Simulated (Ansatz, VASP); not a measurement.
**W: VASP beside Ansatz**

```
CELL_PARAMETERS angstrom
-1.66119 1.66119 1.72508
1.66119 -1.66119 1.72508
1.66119 1.66119 -1.72508
ATOMIC_POSITIONS crystal
W 0.00000 0.00000 0.00000
```

Change from the starting cell: strain +0.040 along x and y, +0.080 along z, atoms carried along.

Alike in both runs: task single point; functional PBE; k mesh 20 × 20 × 20; occupations gaussian, width 0.15 eV; no spin polarisation.

|  | VASP | Ansatz |
| --- | --- | --- |
| version | VASP 6.6.1 | Ansatz 0.2.0 |
| potentials or method | VASP PAW PBE potentials, release 64 (W_sv), cutoff 520 eV | scalar-relativistic, plane waves, PAW |
| valence electrons in the cell | 14 | 14 |

```csv
,VASP,Ansatz,Ansatz less VASP
gap on the k mesh at the Fermi level (eV),none,none,-
pressure (GPa),-34.9,-35.1,-0.19
"traceless stress, the component that is largest in VASP (GPa)",-5.17,-5.18,-0.009
```

A gap of «none» marks a metal or a gap that the smearing closes. Both programs put the cell under strong tension, so it lies far from rest at this level. The functional is the same, so the differences come from potentials, cutoffs and numerics.

Neither program's run includes spin-orbit coupling. Noted on VASP's run: the cell as given lies far from equilibrium.
